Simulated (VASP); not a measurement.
# LiH in VASP: a series of runs

The runs below take LiH through single point, with PBEsol, HSE06.

Everything below comes from runs of VASP 6.6.1. Logs are shortened: lines on timing, memory, paths and dates and some standing lists are left out, and cuts for length are marked.

## Step 1: The cell of the first run

The cell holds a slab with vacuum, 16 atoms: a = 2.814 Å, b = 3.980 Å, c = 22.850 Å, α = 90.00°, β = 90.00°, γ = 90.00°.

## Step 2: Single point, PBEsol

Contents of INCAR:

```
SYSTEM = LiH
PREC = Accurate
ENCUT = 650
EDIFF = 1E-6
ISMEAR = -1
SIGMA = 0.05
LREAL = .False.
LASPH = .True.
NELM = 120
ALGO = Normal
ISIF = 2
LWAVE = .False.
LCHARG = .False.
GGA = PS
NBANDS = 30
GGA_COMPAT = .False.
NELMDL = -8
```

Contents of KPOINTS:

```
Automatic mesh
0
Gamma
  6 4 1
  0 0 0
```

Contents of POSCAR:

```
LiH
1.0
    1.9899850000     -1.9899850000      0.0000000000
    0.0000000000      0.0000000000      3.9799690000
  -16.1573340000    -16.1573340000      0.0000000000
H Li
8 8
Direct
    0.5020580000      0.0006350000      0.7140590000
    0.5016440000      0.0010250000      0.4690500000
    0.5017490000      0.0009210000      0.5922930000
    0.5009840000      0.0013870000      0.3449640000
    0.0016670000      0.5008820000      0.5312530000
    0.0008340000      0.5014110000      0.2861720000
    0.0019320000      0.5005750000      0.6553060000
    0.0013770000      0.5013270000      0.4080310000
    0.0021460000      0.0007590000      0.5317470000
    0.0009470000      0.0010720000      0.2904890000
    0.0020560000      0.0006230000      0.6573120000
    0.0019100000      0.0007090000      0.4091060000
    0.5019900000      0.5004180000      0.7097720000
    0.5022470000      0.5008490000      0.4685900000
    0.5020970000      0.5004480000      0.5912180000
    0.5011720000      0.5011570000      0.3429130000
```

Potentials or basis: VASP PAW PBE potentials, release 64 (H, Li_sv).

The run is started by

```console
> cat potpaw_PBE.64/H/POTCAR potpaw_PBE.64/Li_sv/POTCAR > POTCAR
> mpirun -np 1 vasp_std > vasp.out
```

OUTCAR:

```text
SYSTEM = LiH
   PREC = Accurate
   ENCUT = 650
   EDIFF = 1E-6
   ISMEAR = -1
   LREAL = .False.
   LASPH = .True.
   NELM = 120
   ISIF = 2
   GGA = PS
   NELMDL = -8

 ion  position               nearest neighbor table
   1  0.502  0.001  0.714-
   2  0.502  0.001  0.469-
   3  0.502  0.001  0.592-
   4  0.501  0.001  0.345-
   5  0.002  0.501  0.531-
   6  0.001  0.501  0.286-
[... 8 lines left out ...]
  15  0.502  0.500  0.591-
  16  0.501  0.501  0.343-

  LATTYP: Found a simple orthorhombic cell.
 ALAT       =     2.8142637759
 B/A-ratio  =     1.4142132070
 C/A-ratio  =     8.1193245175

  Lattice vectors:

 A1 = (   1.9899850000,  -1.9899850000,   0.0000000000)
 A2 = (   0.0000000000,   0.0000000000,   3.9799690000)
 A3 = ( -16.1573340000, -16.1573340000,   0.0000000000)

Analysis of symmetry for initial positions (statically):
=====================================================================
 Subroutine PRICEL returns:
 Original cell was already a primitive cell.

 Routine SETGRP: Setting up the symmetry group for a
 simple orthorhombic supercell.

 Subroutine GETGRP returns: Found  1 space group operations
 (whereof  1 operations were pure point group operations)
 out of a pool of  8 trial point group operations.

The static configuration has the point symmetry C_1 .

Analysis of symmetry for dynamics (positions and initial velocities):
=====================================================================
 Subroutine PRICEL returns:
 Original cell was already a primitive cell.

 Routine SETGRP: Setting up the symmetry group for a
 simple orthorhombic supercell.

 Subroutine GETGRP returns: Found  1 space group operations
 (whereof  1 operations were pure point group operations)
 out of a pool of  8 trial point group operations.

The dynamic configuration has the point symmetry C_1 .

 Subroutine INISYM returns: Found  1 space group operations
 (whereof  1 operations are pure point group operations),
 and found     1 'primitive' translations

----------------------------------------------------------------------------------------

                                     Primitive cell

  volume of cell :     255.9347

  direct lattice vectors                    reciprocal lattice vectors
     1.989985000 -1.989985000  0.000000000     0.251258175 -0.251258175  0.000000000
     0.000000000  0.000000000  3.979969000     0.000000000  0.000000000  0.251258238
   -16.157334000-16.157334000  0.000000000    -0.030945699 -0.030945699  0.000000000

  length of vectors
     2.814263776  3.979969000 22.849920875     0.355332719  0.251258238  0.043763828

  position of ions in fractional coordinates (direct lattice)
     0.502058000  0.000635000  0.714059000
     0.501644000  0.001025000  0.469050000
     0.501749000  0.000921000  0.592293000
     0.500984000  0.001387000  0.344964000
     0.001667000  0.500882000  0.531253000
     0.000834000  0.501411000  0.286172000
[... 8 lines left out ...]
     0.502097000  0.500448000  0.591218000
     0.501172000  0.501157000  0.342913000

  ion indices of the primitive-cell ions
   primitive index   ion index
                 1           1
                 2           2
                 3           3
                 4           4
                 5           5
                 6           6
[... 8 lines left out ...]
                15          15
                16          16

----------------------------------------------------------------------------------------

 KPOINTS: Automatic mesh

Automatic generation of k-mesh.
 Grid dimensions read from file:
 generate k-points for:    6    4    1

 Generating k-lattice:

  Cartesian coordinates                     Fractional coordinates (reciprocal lattice)
     0.041876363 -0.041876363  0.000000000     0.166666667  0.000000000  0.000000000
     0.000000000  0.000000000  0.062814560     0.000000000  0.250000000  0.000000000
    -0.030945699 -0.030945699  0.000000000     0.000000000  0.000000000  1.000000000

  Length of vectors
     0.059222120  0.062814560  0.043763828

  Shift w.r.t. Gamma in fractional coordinates (k-lattice)
     0.000000000  0.000000000  0.000000000

 Subroutine IBZKPT returns following result:
 ===========================================

 Found     14 irreducible k-points:

 Following reciprocal coordinates:
            Coordinates               Weight
  0.000000  0.000000  0.000000      1.000000
  0.166667  0.000000  0.000000      2.000000
  0.333333  0.000000  0.000000      2.000000
  0.500000  0.000000  0.000000      1.000000
  0.000000  0.250000  0.000000      2.000000
  0.166667  0.250000  0.000000      2.000000
  0.166667 -0.250000  0.000000      2.000000
  0.333333  0.250000  0.000000      2.000000
  0.333333 -0.250000  0.000000      2.000000
  0.500000  0.250000  0.000000      2.000000
  0.000000  0.500000  0.000000      1.000000
  0.166667  0.500000  0.000000      2.000000
  0.333333  0.500000  0.000000      2.000000
  0.500000  0.500000  0.000000      1.000000
   k-points           NKPTS =     14   k-points in BZ     NKDIM =     14   number of bands    NBANDS=     30
   number of dos      NEDOS =    301   number of ions     NIONS =     16
   total plane-waves  NPLWV = 165888
   dimension x,y,z NGX =    24 NGY =   36 NGZ =  192
   dimension x,y,z NGXF=    48 NGYF=   72 NGZF=  384
   ions per type =               8   8
   NGX,Y,Z   is equivalent  to a cutoff of  14.18, 15.04, 13.97 a.u.
   NGXF,Y,Z  is equivalent  to a cutoff of  28.35, 30.07, 27.94 a.u.
 SYSTEM =  LiH
   PREC   = accura    normal or accurate (medium, high low for compatibility)
   ISTART =      0    job   : 0-new  1-cont  2-samecut
   ICHARG =      2    charge: 1-file 2-atom 10-const
   ISPIN  =      1    spin polarized calculation?
   LNONCOLLINEAR =      F non collinear calculations
   LSORBIT =      F    spin-orbit coupling
   LASPH  =      T    aspherical Exc in radial PAW
   ENCUT  =  650.0 eV  47.77 Ry    6.91 a.u.   5.85  8.27 47.50*2*pi/ulx,y,z
   NELM   =    120;   NELMIN=  2; NELMDL= -8     # of ELM steps
   EDIFF  = 0.1E-05   stopping-criterion for ELM
   LREAL  =      F    real-space projection
   EDIFFG = 0.1E-04   stopping-criterion for IOM
   NSW    =      0    number of steps for IOM
   IBRION =     -1    ionic relax: 0-MD 1-quasi-New 2-CG
   NFREE  =      0    steps in history (QN), initial steepest desc. (CG)
   ISIF   =      2    stress and relaxation
   ISYM   =      2    0-nonsym 1-usesym 2-fastsym
   POTIM  = 0.5000    time-step for ionic-motion
   TEBEG  =    0.0;   TEEND  =   0.0 temperature during run
   PSTRESS=    0.0 pullay stress
   NELECT =      32.0000    total number of electrons
   NUPDOWN=      -1.0000    fix difference up-down
   EMIN   =  10.00;   EMAX   =-10.00  energy-range for DOS
   EFERMI =   0.00;   METHOD = LEGACY
   ISMEAR =    -1;   SIGMA  =   0.05  broadening in eV -4-tet -1-fermi 0-gaus
   EFERMI_NEDOS =   21; number of points for ismear=-14 and -15
   IALGO  =     38    algorithm
   IMIX   =      4    mixing-type and parameters
     AMIX     =   0.40;   BMIX     =  1.00
     AMIX_MAG =   1.60;   BMIX_MAG =  1.00
  volume/ion in A,a.u.               =      16.00       107.95
  Fermi-wavevector in a.u.,A,eV,Ry     =   0.818619  1.546965  9.117766  0.670137
  Thomas-Fermi vector in A             =   1.929278
   LORBIT       =      0    0 simple, 1 ext, 2 COOP (PROOUT), +10 PAW based schemes
   GGA     = PS    functional components
   LHFCALC =     F    Hartree Fock is set to
   AEXX    =    0.0000 exact exchange contribution
   IVDW    =     0    specifies the selected vdW correction
   LEPSILON=     F    determine dielectric tensor
   LRPA    =     F    only Hartree local field effects (RPA)
 non-spin polarized calculation
  energy-cutoff  :      650.00
  volume of cell :      255.93
 maximum number of plane-waves:      9660
 NGX is ok and might be reduce to    24
   NGX = 11   NGY = 17   NGZ = 95

 number of electron      31.9999990 magnetization

 Free energy of the ion-electron system (eV)
  ---------------------------------------------------
  ext. energy  EPLUGINS =         0.00000000
  ---------------------------------------------------
  free energy    TOTEN  =       -47.82628522 eV

  energy without entropy =      -47.82628522  energy(sigma->0) =      -47.82628522

 E-fermi :  -0.8452     XC(G=0):  -4.8734

 val. band max:       -2.1381510945   @ k =   0.5000   0.0000   0.0000
 cond. band min:       0.8664754941   @ k =   0.0000   0.0000   0.0000
 fundamental gap:      3.0046265886
 Fermi energy:        -0.8452318599

 k-point     1 :       0.0000    0.0000    0.0000
  band No.  band energies     occupation
      1     -46.4318      2.00000
      2     -46.4305      2.00000
      3     -45.8105      2.00000
      4     -45.8055      2.00000
      5     -45.7135      2.00000
      6     -45.6852      2.00000
[... 20 lines left out ...]
     27       5.6547      0.00000
     28       6.3001      0.00000

 k-point     2 :       0.1667    0.0000    0.0000
  band No.  band energies     occupation
      1     -46.4275      2.00000
      2     -46.4262      2.00000
      3     -45.8047      2.00000
      4     -45.8004      2.00000
      5     -45.7083      2.00000
      6     -45.6835      2.00000
[... 20 lines left out ...]
     27       4.9402      0.00000
     28       6.0201      0.00000

 k-point     3 :       0.3333    0.0000    0.0000
  band No.  band energies     occupation
      1     -46.4188      2.00000
      2     -46.4175      2.00000
      3     -45.7930      2.00000
      4     -45.7902      2.00000
      5     -45.6964      2.00000
      6     -45.6817      2.00000
[... 20 lines left out ...]
     27       5.2783      0.00000
     28       5.6237      0.00000

 k-point     4 :       0.5000    0.0000    0.0000
  band No.  band energies     occupation
      1     -46.4144      2.00000
      2     -46.4131      2.00000
      3     -45.7871      2.00000
      4     -45.7851      2.00000
      5     -45.6866      2.00000
      6     -45.6847      2.00000
[... 20 lines left out ...]
     27       6.0954      0.00000
     28       6.0960      0.00000

 k-point     5 :       0.0000    0.2500    0.0000
  band No.  band energies     occupation
      1     -46.4313      2.00000
      2     -46.4301      2.00000
      3     -45.8074      2.00000
      4     -45.8039      2.00000
      5     -45.7112      2.00000
      6     -45.6908      2.00000
[... 20 lines left out ...]
     27       6.3626      0.00000
     28       6.5232      0.00000

 k-point     6 :       0.1667    0.2500    0.0000
  band No.  band energies     occupation
      1     -46.4270      2.00000
      2     -46.4258      2.00000
      3     -45.8022      2.00000
      4     -45.7991      2.00000
      5     -45.7060      2.00000
      6     -45.6882      2.00000
[... 152 lines left out ...]
      4     -45.8022      2.00000
      5     -45.7037      2.00000
      6     -45.7019      2.00000
[... 20 lines left out ...]
     27       6.4790      0.00000
     28       6.4797      0.00000

 k-point    12 :       0.1667    0.5000    0.0000
  band No.  band energies     occupation
      1     -46.4267      2.00000
      2     -46.4254      2.00000
      3     -45.7998      2.00000
      4     -45.7978      2.00000
      5     -45.6993      2.00000
      6     -45.6975      2.00000
[... 20 lines left out ...]
     27       6.8130      0.00000
     28       6.8142      0.00000

 k-point    13 :       0.3333    0.5000    0.0000
  band No.  band energies     occupation
      1     -46.4182      2.00000
      2     -46.4169      2.00000
      3     -45.7910      2.00000
      4     -45.7891      2.00000
      5     -45.6905      2.00000
      6     -45.6887      2.00000
[... 20 lines left out ...]
     27       5.3392      0.00000
     28       5.3402      0.00000

 k-point    14 :       0.5000    0.5000    0.0000
  band No.  band energies     occupation
      1     -46.4140      2.00000
      2     -46.4127      2.00000
      3     -45.7867      2.00000
      4     -45.7847      2.00000
      5     -45.6861      2.00000
      6     -45.6843      2.00000
[... 20 lines left out ...]
     27       4.8104      0.00000
     28       4.8109      0.00000
 [bands above 28 left out]

------------------------ aborting loop because EDIFF is reached ----------------------------------------

  FORCE on cell =-STRESS in cart. coord.  units (eV):
  Direction    XX          YY          ZZ          XY          YZ          ZX
  --------------------------------------------------------------------------------------
  -------------------------------------------------------------------------------------
  Total        0.7755186      0.7577189     -2.5401595     -0.8836706     -0.0065609     -0.0066708
  in kB        4.8548252      4.7433975    -15.9016571     -5.5318679     -0.0410722     -0.0417602
  external PRESSURE =      -2.1011448 kB  Pullay stress =       0.0000000 kB

 VOLUME and BASIS-vectors are now :
 -----------------------------------------------------------------------------
  energy-cutoff  :      650.00
  volume of cell :      255.93
      direct lattice vectors                 reciprocal lattice vectors
     1.989985000 -1.989985000  0.000000000     0.251258175 -0.251258175  0.000000000
     0.000000000  0.000000000  3.979969000     0.000000000  0.000000000  0.251258238
   -16.157334000-16.157334000  0.000000000    -0.030945699 -0.030945699  0.000000000

 POSITION                                       TOTAL-FORCE (eV/Angst)
 -----------------------------------------------------------------------------------
    -10.53820    -12.53638      0.00253         0.002930      0.003506     -0.000908
     -6.58033     -8.57686      0.00408        -0.002659     -0.004720     -0.000767
     -8.57140    -10.56835      0.00367         0.008363      0.006584     -0.002594
     -4.57675     -6.57065      0.00552        -0.004483     -0.006056     -0.001892
     -8.58031     -8.58695      1.99349         0.003539      0.000631     -0.000496
     -4.62212     -4.62544      1.99560        -0.002884     -0.004892     -0.001815
[... 8 lines left out ...]
     -8.55334    -10.55167      1.99177        -0.004651     -0.002811      0.003447
     -4.54324     -6.53788      1.99459         0.010398      0.011793     -0.000343
 -----------------------------------------------------------------------------------
    total drift:                               -0.000866      0.000658      0.000945

  FREE ENERGIE OF THE ION-ELECTRON SYSTEM (eV)
  ---------------------------------------------------
  free  energy   TOTEN  =       -47.8262852242 eV

  energy  without entropy=      -47.8262852242  energy(sigma->0) =      -47.82628522
```

It took 2.8 min on 1 thread of Intel Xeon Platinum 8488C (Sapphire Rapids), shared host; peak memory 0.44 GiB.

What came out:

```yaml
Free_energy: -47.8263 eV
Largest_force: 0.020 eV/Å
Band_gap_on_the_k_mesh: 3.00 eV (least direct gap 3.03 eV)
```

Forces on the atoms (eV/Å):
```
H    0.003  0.004 -0.001
H   -0.003 -0.005 -0.001
H    0.008  0.007 -0.003
H   -0.004 -0.006 -0.002
H    0.004  0.001  0.000
H   -0.003 -0.005 -0.002
H    0.006  0.005  0.001
H   -0.005 -0.007 -0.003
Li   0.001  0.003  0.000
Li   0.006  0.006  0.002
Li  -0.014 -0.014 -0.001
Li   0.004  0.007  0.004
Li  -0.007 -0.007  0.002
Li  -0.002  0.003  0.000
Li  -0.005 -0.003  0.003
Li   0.010  0.012  0.000
```

Levels at points of the mesh, in eV from the valence-band top:
| k point | band 14 | band 15 | band 16 | band 17 | band 18 | band 19 |
| --- | --- | --- | --- | --- | --- | --- |
| (0.00, 0.00, 0.00) | -1.05 | -0.36 | -0.03 | 3.00 | 3.64 | 3.65 |
| (0.50, 0.00, 0.00) | -1.12 | 0.00 | 0.00 | 3.24 | 3.25 | 4.62 |
| (0.00, 0.50, 0.00) | -3.06 | -2.31 | -2.31 | 3.61 | 3.61 | 5.30 |
| (0.50, 0.50, 0.00) | -1.15 | -0.15 | -0.15 | 4.83 | 4.83 | 4.93 |

Caveat: the PAW data sets were made with another functional, which shifts forces and pressure a little.

## Step 3: Single point, HSE06

POSCAR is that of step 2.

Contents of INCAR.step1:

```
SYSTEM = LiH
ALGO = Normal ; EDIFF = 1E-5
ENCUT = 650 ; GGA = PE
GGA_COMPAT = .False. ; ISIF = 2
ISMEAR = -1 ; LASPH = .True.
LCHARG = .False. ; LREAL = .False.
LWAVE = .True. ; NBANDS = 30
NELM = 120 ; NELMDL = -8
PREC = Accurate ; SIGMA = 0.05
```

Contents of INCAR.step2:

```
SYSTEM = LiH
ALGO = Normal ; EDIFF = 1E-6
ENCUT = 650 ; GGA = PE
GGA_COMPAT = .False. ; HFSCREEN = 0.2079
ISIF = 2 ; ISMEAR = -1
ISTART = 1 ; LASPH = .True.
LCHARG = .False. ; LHFCALC = .True.
LREAL = .False. ; LWAVE = .False.
NBANDS = 30 ; NELM = 120
PREC = Accurate ; PRECFOCK = Fast
SIGMA = 0.05
```

Contents of KPOINTS:

```
k-points
0
Gamma
  4 3 1
  0 0 0
```

Potentials or basis: VASP PAW PBE potentials, release 64 (H, Li_sv).

The run is started by

```console
> cat potpaw_PBE.64/H/POTCAR potpaw_PBE.64/Li_sv/POTCAR > POTCAR
> cp INCAR.step1 INCAR
> mpirun -np 1 vasp_std > vasp.out
> cp INCAR.step2 INCAR
> mpirun -np 1 vasp_std > vasp.out
```

Run time: 9.6 min. Hardware: 1 thread of Intel Xeon Platinum 8488C (Sapphire Rapids), shared host; peak memory 0.58 GiB.

The run converged. Its results:

```
Free energy            : -53.1996 eV
Largest force          : 0.053 eV/Å
Band gap on the k mesh : 4.24 eV (least direct gap 4.30 eV)
```

Forces on the atoms (eV/Å):
```
H   -0.009 -0.008 -0.001
H    0.011  0.009 -0.001
H    0.028  0.027 -0.002
H    0.020  0.018 -0.002
H   -0.010 -0.013  0.000
H    0.009  0.007 -0.002
H   -0.018 -0.019  0.001
H   -0.025 -0.027 -0.003
Li  -0.009 -0.006  0.000
Li  -0.026 -0.027  0.002
Li  -0.038 -0.037 -0.001
Li  -0.006 -0.003  0.004
Li   0.026  0.026  0.002
Li   0.008  0.012  0.000
Li   0.005  0.007  0.003
Li   0.034  0.035  0.000
```

Levels at points of the mesh, in eV from the valence-band top:
```
           k point  band 13  band 14  band 15  band 16  band 17  band 18  band 19  band 20
(0.00, 0.00, 0.00)    -2.06    -1.08    -0.38    -0.06     4.24     4.32     4.50     4.92
(0.50, 0.00, 0.00)    -1.17    -1.16     0.00     0.00     4.42     4.43     5.80     5.81
```

Caveat: the k points lie up to 0.56 Å⁻¹ apart; the PAW data sets were made with another functional, which shifts forces and pressure a little.
